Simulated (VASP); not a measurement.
# TiC (I4/mmm) in VASP: a series of runs

Runs on TiC. Level: PBEsol. Tasks: single point.

All numbers are computed with VASP 6.6.1; they aren't measurements. Logs are shortened: lines on timing, memory, paths and dates and some standing lists are left out, and cuts for length are marked.

## 1. The cell of the first run

It takes space group I4/mmm (No. 139, tetragonal). The conventional cell has a = 3.060 Å, b = 3.060 Å, c = 4.371 Å, α = 90.00°, β = 90.00°, γ = 90.00°. Within 2.9 Å of Ti (site symmetry 4/mmm) lie 6 C at 2.16 to 2.19 Å. C (site symmetry 4/mmm) has 6 Ti at 2.16 to 2.19 Å within 2.9 Å.

## 2. Single point, PBEsol (zz strain of +1 %)

Input file INCAR:

```
ALGO = Normal
EDIFF = 1E-7
ENCUT = 520
GGA = PS
ISIF = 2
ISMEAR = -1
LASPH = True
LCHARG = False
LREAL = False
LWAVE = False
NBANDS = 15
NELM = 60
PREC = Accurate
SIGMA = 0.03
```

Input file KPOINTS:

```
k-points
0
Gamma
  16 16 16
```

Input file POSCAR:

```
TiC
1.0
    0.0000000000      2.1640000000      2.1856400000
    2.1640000000      0.0000000000      2.1856400000
    2.1640000000      2.1640000000      0.0000000000
Ti C
1 1
Direct
    0.0000000000      0.0000000000      0.0000000000
    0.5000000000      0.5000000000      0.5000000000
```

Potentials or basis: VASP PAW PBE potentials, release 64 (Ti_sv, C).

Run with:

```console
cat potpaw_PBE.64/Ti_sv/POTCAR potpaw_PBE.64/C/POTCAR > POTCAR
mpirun -np 1 vasp_std > vasp.out
```

OUTCAR:

```text
EDIFF = 1E-7
   ENCUT = 520
   GGA = PS
   ISIF = 2
   ISMEAR = -1
   LASPH = True
   LREAL = False
   NELM = 60
   PREC = Accurate

 ion  position               nearest neighbor table
   1  0.000  0.000  0.000-   2 2.16   2 2.16   2 2.16   2 2.16   2 2.19   2 2.19
   2  0.500  0.500  0.500-   1 2.16   1 2.16   1 2.16   1 2.16   1 2.19   1 2.19

  LATTYP: Found a body centered tetragonal cell.
 ALAT       =     3.0603581490
 C/A-ratio  =     1.4283556980

  Lattice vectors:

 A1 = (  -2.1640000000,   0.0000000000,   2.1856400000)
 A2 = (   2.1640000000,   0.0000000000,   2.1856400000)
 A3 = (   0.0000000000,   2.1640000000,  -2.1856400000)

Analysis of symmetry for initial positions (statically):
=====================================================================
 Subroutine PRICEL returns:
 Original cell was already a primitive cell.

 Routine SETGRP: Setting up the symmetry group for a
 body centered tetragonal supercell.

 Subroutine GETGRP returns: Found 16 space group operations
 (whereof 16 operations were pure point group operations)
 out of a pool of 16 trial point group operations.

The static configuration has the point symmetry D_4h.

Analysis of symmetry for dynamics (positions and initial velocities):
=====================================================================
 Subroutine PRICEL returns:
 Original cell was already a primitive cell.

 Routine SETGRP: Setting up the symmetry group for a
 body centered tetragonal supercell.

 Subroutine GETGRP returns: Found 16 space group operations
 (whereof 16 operations were pure point group operations)
 out of a pool of 16 trial point group operations.

The dynamic configuration has the point symmetry D_4h.

 Subroutine INISYM returns: Found 16 space group operations
 (whereof 16 operations are pure point group operations),
 and found     1 'primitive' translations

----------------------------------------------------------------------------------------

                                     Primitive cell

  volume of cell :      20.4702

  direct lattice vectors                    reciprocal lattice vectors
     0.000000000  2.164000000  2.185640000    -0.231053604  0.231053604  0.228765945
     2.164000000  0.000000000  2.185640000     0.231053604 -0.231053604  0.228765945
     2.164000000  2.164000000  0.000000000     0.231053604  0.231053604 -0.228765945

  length of vectors
     3.075698004  3.075698004  3.060358149     0.398880175  0.398880175  0.398880175

  position of ions in fractional coordinates (direct lattice)
     0.000000000  0.000000000  0.000000000
     0.500000000  0.500000000  0.500000000

  ion indices of the primitive-cell ions
   primitive index   ion index
                 1           1
                 2           2

----------------------------------------------------------------------------------------

 KPOINTS: k-points

Automatic generation of k-mesh.
 Grid dimensions read from file:
 generate k-points for:   16   16   16

 Generating k-lattice:

  Cartesian coordinates                     Fractional coordinates (reciprocal lattice)
    -0.014440850  0.014440850  0.014297872     0.062500000  0.000000000  0.000000000
     0.014440850 -0.014440850  0.014297872     0.000000000  0.062500000  0.000000000
     0.014440850  0.014440850 -0.014297872     0.000000000  0.000000000  0.062500000

  Length of vectors
     0.024930011  0.024930011  0.024930011

  Shift w.r.t. Gamma in fractional coordinates (k-lattice)
     0.000000000  0.000000000  0.000000000

 Subroutine IBZKPT returns following result:
 ===========================================

 Found    349 irreducible k-points:

 Following reciprocal coordinates:
            Coordinates               Weight
  0.000000  0.000000  0.000000      1.000000
  0.062500  0.000000  0.000000      8.000000
  0.125000  0.000000  0.000000      8.000000
  0.187500  0.000000  0.000000      8.000000
  0.250000  0.000000  0.000000      8.000000
  0.312500  0.000000  0.000000      8.000000
[... 16 lines left out ...]
 -0.125000  0.062500  0.000000      8.000000
 -0.062500  0.062500  0.000000      4.000000
 [... further k-points ...]
   k-points           NKPTS =    349   k-points in BZ     NKDIM =    349   number of bands    NBANDS=     15
   number of dos      NEDOS =    301   number of ions     NIONS =      2
   total plane-waves  NPLWV =  13824
   dimension x,y,z NGX =    24 NGY =   24 NGZ =   24
   dimension x,y,z NGXF=    48 NGYF=   48 NGZF=   48
   ions per type =               1   1
   NGX,Y,Z   is equivalent  to a cutoff of  12.97, 12.97, 13.04 a.u.
   NGXF,Y,Z  is equivalent  to a cutoff of  25.94, 25.94, 26.07 a.u.
 SYSTEM =  unknown system
   PREC   = accura    normal or accurate (medium, high low for compatibility)
   ISTART =      0    job   : 0-new  1-cont  2-samecut
   ICHARG =      2    charge: 1-file 2-atom 10-const
   ISPIN  =      1    spin polarized calculation?
   LNONCOLLINEAR =      F non collinear calculations
[... 31 lines left out ...]
   AEXX    =    0.0000 exact exchange contribution
   IVDW    =     0    specifies the selected vdW correction
   LEPSILON=     F    determine dielectric tensor
   LRPA    =     F    only Hartree local field effects (RPA)
 non-spin polarized calculation
  energy-cutoff  :      520.00
  volume of cell :       20.47
 maximum number of plane-waves:       568
   NGX = 11   NGY = 11   NGZ = 11

 number of electron      15.9999999 magnetization

 Free energy of the ion-electron system (eV)
  ---------------------------------------------------
  ext. energy  EPLUGINS =         0.00000000
  ---------------------------------------------------
  free energy    TOTEN  =       -19.78315890 eV

  energy without entropy =      -19.78191806  energy(sigma->0) =      -19.78253848

 E-fermi :   9.1992     XC(G=0): -12.8208

 val. band max:        9.1974463778   @ k =   0.3750   0.3125   0.0000
 cond. band min:       9.2023457382   @ k =   0.4375   0.0000   0.3750
 fundamental gap:      0.0048993604
 Fermi energy:         9.1992040927

 k-point     1 :       0.0000    0.0000    0.0000
  band No.  band energies     occupation
      1     -47.1384      2.00000
      2     -23.2784      2.00000
      3     -23.2642      2.00000
      4     -23.2642      2.00000
      5      -3.1198      2.00000
      6       9.8258      0.00000
      7       9.8988      0.00000
      8       9.8988      0.00000
      9      10.8829      0.00000
     10      10.8836      0.00000
     11      10.9186      0.00000
     12      10.9186      0.00000
     13      10.9600      0.00000
     14      19.5797      0.00000
     15      23.1099      0.00000

 k-point     2 :       0.0625    0.0000    0.0000
  band No.  band energies     occupation
      1     -47.1357      2.00000
      2     -23.2911      2.00000
      3     -23.2729      2.00000
      4     -23.2659      2.00000
      5      -3.0315      2.00000
      6       9.4408      0.00064
      7       9.6585      0.00000
      8       9.7130      0.00000
      9      10.2177      0.00000
     10      10.2451      0.00000
     11      11.1324      0.00000
     12      11.8835      0.00000
     13      11.9475      0.00000
     14      19.7404      0.00000
     15      23.1492      0.00000

 k-point     3 :       0.1250    0.0000    0.0000
  band No.  band energies     occupation
      1     -47.1279      2.00000
      2     -23.3442      2.00000
      3     -23.2808      2.00000
      4     -23.2707      2.00000
      5      -2.7720      2.00000
      6       8.5747      2.00000
      7       8.9136      1.99985
      8       8.9578      1.99936
      9      10.2856      0.00000
     10      10.3096      0.00000
     11      11.4491      0.00000
     12      12.9350      0.00000
     13      13.0112      0.00000
     14      20.1299      0.00000
     15      23.1777      0.00000
[... 343 lines left out ...]
 k-point    23 :      -0.1250    0.0625    0.0000
  band No.  band energies     occupation
      1     -47.1220      2.00000
      2     -23.3743      2.00000
      3     -23.3022      2.00000
      4     -23.2679      2.00000
      5      -2.5732      2.00000
      6       8.0883      2.00000
      7       8.4374      2.00000
      8       8.5996      2.00000
      9      10.2036      0.00000
     10      10.7225      0.00000
     11      11.7678      0.00000
     12      12.7734      0.00000
     13      13.9899      0.00000
     14      20.4065      0.00000
     15      23.1437      0.00000

 k-point    24 :      -0.0625    0.0625    0.0000
  band No.  band energies     occupation
      1     -47.1312      2.00000
      2     -23.3118      2.00000
      3     -23.2910      2.00000
      4     -23.2650      2.00000
      5      -2.8842      2.00000
      6       8.9737      1.99891
      7       9.1656      1.50829
      8       9.2034      0.93076
      9      10.0093      0.00000
     10      10.5558      0.00000
     11      11.4848      0.00000
     12      11.9933      0.00000
     13      12.9413      0.00000
     14      19.9960      0.00000
     15      23.1787      0.00000

 [... further k-points ...]

------------------------ aborting loop because EDIFF is reached ----------------------------------------

  FORCE on cell =-STRESS in cart. coord.  units (eV):
  Direction    XX          YY          ZZ          XY          YZ          ZX
  --------------------------------------------------------------------------------------
  -------------------------------------------------------------------------------------
  Total       -0.9024522     -0.9024522     -1.3406465      0.0000000     -0.0000000      0.0000000
  in kB      -70.6336525    -70.6336525   -104.9304938      0.0000000     -0.0000000      0.0000000
  external PRESSURE =     -82.0659329 kB  Pullay stress =       0.0000000 kB

 VOLUME and BASIS-vectors are now :
 -----------------------------------------------------------------------------
  energy-cutoff  :      520.00
  volume of cell :       20.47
      direct lattice vectors                 reciprocal lattice vectors
     0.000000000  2.164000000  2.185640000    -0.231053604  0.231053604  0.228765945
     2.164000000  0.000000000  2.185640000     0.231053604 -0.231053604  0.228765945
     2.164000000  2.164000000  0.000000000     0.231053604  0.231053604 -0.228765945

 POSITION                                       TOTAL-FORCE (eV/Angst)
 -----------------------------------------------------------------------------------
      0.00000      0.00000      0.00000        -0.000000      0.000000      0.000000
      2.16400      2.16400      2.18564         0.000000     -0.000000     -0.000000
 -----------------------------------------------------------------------------------
    total drift:                                0.000000     -0.000000     -0.000000

  FREE ENERGIE OF THE ION-ELECTRON SYSTEM (eV)
  ---------------------------------------------------
  free  energy   TOTEN  =       -19.7831588974 eV

  energy  without entropy=      -19.7819180596  energy(sigma->0) =      -19.78253848
```

Wall time 68 s (1 thread of Intel Xeon Platinum 8488C (Sapphire Rapids), shared host); peak memory 0.22 GiB.

What came out:

```yaml
Free_energy: -19.7832 eV
Pressure: -8.2 GPa
Band_gap_on_the_k_mesh: zero (band 8 reaches 9.90 eV, above the bottom of band 9 at 8.78 eV)
```

Stress tensor (GPa, compression positive):
```
 -7.06   0.00   0.00
  0.00  -7.06   0.00
  0.00   0.00 -10.49
```

Caveat: the cell differs from its parent crystal (zz strain of +1 %); the PAW data sets were made with another functional, which shifts forces and pressure a little.

## 3. Single point, PBEsol (zz strain of +2 %)

Input file INCAR:

```
SYSTEM = TiC
PREC     = Accurate       ! precision mode
ENCUT    = 520            ! plane-wave cutoff, eV
EDIFF    = 1E-7           ! SCF threshold, eV
ISMEAR   = -1             ! smearing method
SIGMA    = 0.03           ! smearing width, eV
LREAL    = .False.        ! projectors in reciprocal space
LASPH    = .True.         ! aspherical terms in the spheres
NELM     = 80             ! most SCF steps
ALGO     = Normal         ! electronic algorithm
ISIF     = 2              ! what is computed and relaxed
LWAVE    = .False.        ! write WAVECAR
LCHARG   = .False.        ! write CHGCAR
GGA      = PS             ! functional
NBANDS   = 15             ! bands
```

Input file KPOINTS:

```
Automatic mesh
0
Gamma
  16 16 16
  0 0 0
```

Input file POSCAR:

```
TiC
1.0
    0.0000000000      2.1640000000      2.2072800000
    2.1640000000      0.0000000000      2.2072800000
    2.1640000000      2.1640000000      0.0000000000
Ti C
1 1
Direct
    0.0000000000      0.0000000000      0.0000000000
    0.5000000000      0.5000000000      0.5000000000
```

Potentials or basis: VASP PAW PBE potentials, release 64 (Ti_sv, C).

Run with:

```console
cat potpaw_PBE.64/Ti_sv/POTCAR potpaw_PBE.64/C/POTCAR > POTCAR
mpirun -np 1 vasp_std > vasp.out
```

Wall time 67 s (1 thread of Intel Xeon Platinum 8488C (Sapphire Rapids), shared host); peak memory 0.22 GiB.

The run converged. Its results:

* Free energy: -19.7673 eV
* Pressure: -10.3 GPa
* Band gap on the k mesh: zero (band 8 reaches 9.81 eV, above the bottom of band 9 at 8.63 eV)

Stress tensor (GPa, compression positive):
```
 -8.16   0.00   0.00
  0.00  -8.16   0.00
  0.00   0.00 -14.66
```

Levels at points of the mesh, in eV from the Fermi level:
| k point | band 5 | band 6 | band 7 | band 8 | band 9 | band 10 | band 11 | band 12 |
| --- | --- | --- | --- | --- | --- | --- | --- | --- |
| (0.00, 0.00, 0.00) | -12.27 | 0.58 | 0.72 | 0.72 | 1.62 | 1.65 | 1.72 | 1.72 |
| (0.50, 0.00, 0.00) | -8.83 | -5.78 | -2.85 | -2.81 | 2.82 | 2.91 | 4.03 | 7.91 |
| (0.50, 0.50, 0.00) | -10.01 | -3.55 | -1.58 | 0.07 | 0.07 | 2.68 | 3.44 | 3.44 |
| (0.50, 0.00, 0.50) | -9.96 | -3.34 | -1.61 | -0.07 | -0.07 | 2.68 | 3.39 | 3.52 |

Caveat: the cell differs from its parent crystal (zz strain of +2 %); the PAW data sets were made with another functional, which shifts forces and pressure a little.

## 4. Single point, PBEsol (equal xx and yy strain of +1 %)

Input file INCAR:

```
PREC = Accurate
ENCUT = 520
EDIFF = 1E-7
ISMEAR = -1
SIGMA = 0.03
LREAL = False
LASPH = True
NELM = 100
ALGO = Normal
ISIF = 2
LWAVE = False
LCHARG = True
GGA = PS
LELF = True
LVHAR = True
NBANDS = 15
```

Input file KPOINTS:

```
regular mesh
0
Gamma
  16 16 16
```

Input file POSCAR:

```
TiC
1.0
    0.0000000000      2.1856400000      2.1640000000
    2.1856400000      0.0000000000      2.1640000000
    2.1856400000      2.1856400000      0.0000000000
Ti C
1 1
Direct
    0.0000000000      0.0000000000      0.0000000000
    0.5000000000      0.5000000000      0.5000000000
```

Run with:

```console
cat potpaw_PBE.64/Ti_sv/POTCAR potpaw_PBE.64/C/POTCAR > POTCAR
mpirun -np 1 vasp_std > vasp.out
```

Run time: 58 s. Hardware: 1 thread of Intel Xeon Platinum 8488C (Sapphire Rapids), shared host; peak memory 0.22 GiB.

Results (log left out):

* Free energy: -19.7713 eV
* Pressure: -10.5 GPa
* Band gap on the k mesh: zero (band 8 reaches 9.80 eV, above the bottom of band 9 at 8.63 eV)

Stress tensor (GPa, compression positive):
```
-11.61   0.00   0.00
  0.00 -11.61   0.00
  0.00   0.00  -8.20
```

Levels at points of the mesh, in eV from the Fermi level:
| k point | band 5 | band 6 | band 7 | band 8 | band 9 | band 10 | band 11 | band 12 |
| --- | --- | --- | --- | --- | --- | --- | --- | --- |
| (0.00, 0.00, 0.00) | -12.27 | 0.65 | 0.65 | 0.72 | 1.66 | 1.68 | 1.68 | 1.72 |
| (0.50, 0.00, 0.00) | -8.83 | -5.78 | -2.84 | -2.82 | 2.84 | 2.88 | 4.02 | 7.99 |
| (0.50, 0.50, 0.00) | -9.97 | -3.35 | -1.62 | -0.07 | -0.07 | 2.68 | 3.45 | 3.45 |
| (0.50, 0.00, 0.50) | -9.99 | -3.45 | -1.60 | 0.00 | 0.00 | 2.68 | 3.42 | 3.48 |

Caveat: the cell differs from its parent crystal (equal xx and yy strain of +1 %); the PAW data sets were made with another functional, which shifts forces and pressure a little.

## 5. Single point, PBEsol (zz strain of +3 %)

Input file INCAR:

```
SYSTEM = TiC
PREC = Accurate
ENCUT = 520
EDIFF = 1E-6
ISMEAR = -1
SIGMA = 0.03
LREAL = .False.
LASPH = .True.
NELM = 100
ALGO = Normal
ISIF = 2
LWAVE = .False.
LCHARG = .False.
GGA = PS
NBANDS = 15
```

Input file KPOINTS:

```
Automatic mesh
0
Gamma
  16 16 16
  0 0 0
```

Input file POSCAR:

```
TiC
1.0
    0.0000000000      2.1640000000      2.2289200000
    2.1640000000      0.0000000000      2.2289200000
    2.1640000000      2.1640000000      0.0000000000
Ti C
1 1
Direct
    0.0000000000      0.0000000000      0.0000000000
    0.5000000000      0.5000000000      0.5000000000
```

Run with:

```console
cat potpaw_PBE.64/Ti_sv/POTCAR potpaw_PBE.64/C/POTCAR > POTCAR
mpirun -np 1 vasp_std > vasp.out
```

It took 61 s on 1 thread of Intel Xeon Platinum 8488C (Sapphire Rapids), shared host; peak memory 0.22 GiB.

Results (log left out):

```yaml
Free_energy: -19.7465 eV
Pressure: -12.3 GPa
Band_gap_on_the_k_mesh: zero (band 8 reaches 9.71 eV, above the bottom of band 9 at 8.49 eV)
```

Stress tensor (GPa, compression positive):
```
 -9.23   0.00   0.00
  0.00  -9.23   0.00
  0.00   0.00 -18.53
```

Levels at points of the mesh, in eV from the Fermi level:
```
           k point  band 4  band 5  band 6  band 7  band 8  band 9  band 10  band 11  band 12  band 13
(0.00, 0.00, 0.00)  -32.51  -12.22    0.54    0.75    0.75    1.56     1.62     1.72     1.72     1.80
(0.50, 0.00, 0.00)  -32.54   -8.82   -5.73   -2.82   -2.77    2.78     2.90     3.99     7.76     8.00
(0.50, 0.50, 0.00)  -32.65   -9.98   -3.59   -1.54    0.12    0.12     2.65     3.40     3.40     5.45
(0.50, 0.00, 0.50)  -32.69   -9.92   -3.30   -1.58   -0.09   -0.09     2.65     3.32     3.51     5.73
```

Caveat: the cell differs from its parent crystal (zz strain of +3 %); the PAW data sets were made with another functional, which shifts forces and pressure a little.

## 6. Single point, PBEsol (equal xx and yy strain of +2 %)

Input file INCAR:

```
PREC = Accurate
ENCUT = 520
EDIFF = 1E-6
ISMEAR = -1
SIGMA = 0.03
LREAL = False
LASPH = True
NELM = 100
ALGO = Normal
ISIF = 2
LWAVE = False
LCHARG = False
GGA = PS
NBANDS = 15
```

Input file KPOINTS:

```
regular mesh
0
Gamma
  16 16 16
```

Input file POSCAR:

```
TiC
1.0
    0.0000000000      2.2072800000      2.1640000000
    2.2072800000      0.0000000000      2.1640000000
    2.2072800000      2.2072800000      0.0000000000
Ti C
1 1
Direct
    0.0000000000      0.0000000000      0.0000000000
    0.5000000000      0.5000000000      0.5000000000
```

Potentials or basis: VASP PAW PBE potentials, release 64 (Ti_sv, C).

Run with:

```console
cat potpaw_PBE.64/Ti_sv/POTCAR potpaw_PBE.64/C/POTCAR > POTCAR
mpirun -np 1 vasp_std > vasp.out
```

It took 60 s on 1 thread of Intel Xeon Platinum 8488C (Sapphire Rapids), shared host; peak memory 0.22 GiB.

It converged, with:

```
Free energy            : -19.7351 eV
Pressure               : -14.6 GPa
Band gap on the k mesh : zero (band 8 reaches 9.61 eV, above the bottom of band 9 at 8.35 eV)
```

Stress tensor (GPa, compression positive):
```
-16.72   0.00   0.00
  0.00 -16.72   0.00
  0.00   0.00 -10.35
```

Levels at points of the mesh, in eV from the Fermi level:
```
           k point  band 6  band 7  band 8  band 9  band 10  band 11
(0.00, 0.00, 0.00)    0.61    0.61    0.75    1.58     1.64     1.64
(0.50, 0.00, 0.00)   -5.70   -2.79   -2.76    2.74     2.83     3.91
(0.50, 0.50, 0.00)   -3.27   -1.58   -0.14   -0.14     2.61     3.36
(0.50, 0.00, 0.50)   -3.47   -1.54    0.00    0.01     2.60     3.29
```

Caveat: the cell differs from its parent crystal (equal xx and yy strain of +2 %); the PAW data sets were made with another functional, which shifts forces and pressure a little.

## 7. The runs side by side

| cell | gap on the mesh (eV) | pressure (GPa) |
| --- | --- | --- |
| a = 3.076, b = 3.076, c = 3.060 Å, angles 60.2, 60.2, 59.7°, 2 atoms | none | -8.2 |
| a = 3.091, b = 3.091, c = 3.060 Å, angles 60.3, 60.3, 59.3°, 2 atoms | none | -10.3 |
| a = 3.076, b = 3.076, c = 3.091 Å, angles 59.8, 59.8, 60.3°, 2 atoms | none | -10.5 |
| a = 3.107, b = 3.107, c = 3.060 Å, angles 60.5, 60.5, 59.0°, 2 atoms | none | -12.3 |
| a = 3.091, b = 3.091, c = 3.122 Å, angles 59.7, 59.7, 60.7°, 2 atoms | none | -14.6 |

Alike in all rows: task single point; level PBEsol; potentials or basis VASP PAW PBE potentials, release 64 (Ti_sv, C); no spin polarisation; k mesh 16 × 16 × 16; cutoff (eV) 520; smearing fermi-dirac 0.03 eV.

Caveats: the PAW data sets were made with another functional, which shifts forces and pressure a little.

Absolute energies hang on the potentials; compare differences alone.
